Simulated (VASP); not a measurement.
The system is ZnCd2Te3.

```xyz
6
Lattice="4.4045 0.0000 0.0000 -2.2022 3.8144 0.0000 0.0000 0.0000 10.7811" Properties=species:S:1:pos:R:3 pbc="T T T"
Zn    0.0000    0.0000    0.0000
Cd    0.0000    2.5429    7.0724
Cd    2.2022    1.2715    3.7088
Te    0.0000    2.5429    1.7886
Te    2.2022    1.2715    8.9925
Te    0.0000    0.0000    5.3906
```

| Item | Value |
| --- | --- |
| Program | VASP 6.6.1 |
| Task | relaxation of cell and atoms |
| Functional | PBEsol |
| Potentials or basis | VASP PAW PBE potentials, release 64 (Zn, Cd, Te) |
| Cutoff | 600 eV |
| k mesh | 6 × 6 × 2 |
| Occupations | fermi-dirac, width 0.03 eV |
| Spin | no spin polarisation |

At the start: pressure -6.0 GPa; volume 30.19 Å³/atom.

Problem. How do energy, volume and symmetry change on relaxing?

Solution. Over 10 steps the energy falls by 128.1 meV/atom and the volume is 25.60 Å³/atom (-15.2 %); space group P-3m1 (No. 164, to 0.1 Å) before and after.

Step by step:
| step | energy change (eV) | largest force (eV/Å) | pressure (GPa) | volume (Å³) |
| --- | --- | --- | --- | --- |
| 1 | 0.0000 | 0.4545 | -5.97 | 181.13 |
| 2 | -0.5988 | 0.6610 | 0.72 | 153.22 |
| 3 | -0.6005 | 0.6521 | 0.28 | 154.35 |
| 4 | -0.6608 | 0.5137 | 0.30 | 153.83 |
| 5 | -0.7586 | 0.1689 | 0.57 | 152.27 |
| 6 | -0.7623 | 0.0962 | 0.69 | 151.88 |
| 7 | -0.7615 | 0.0307 | -0.87 | 155.98 |
| 8 | -0.7672 | 0.0557 | -0.09 | 153.84 |
| 9 | -0.7683 | 0.0227 | -0.04 | 153.71 |
| 10 | -0.7686 | 0.0013 | 0.00 | 153.62 |

Final structure:
```
CELL_PARAMETERS angstrom
4.19116 0.00000 0.00000
-2.09558 3.62965 0.00000
0.00000 0.00000 10.09803
ATOMIC_POSITIONS crystal
Zn 0.00000 0.00000 0.00000
Cd 0.33333 0.66667 0.67292
Cd 0.66667 0.33333 0.32708
Te 0.33333 0.66667 0.15185
Te 0.66667 0.33333 0.84815
Te 0.00000 0.00000 0.50000
```

Caveat: the volume moved by over 15 % at a fixed basis, so the end points are rough; the PAW data sets were made with another functional, which shifts forces and pressure a little.
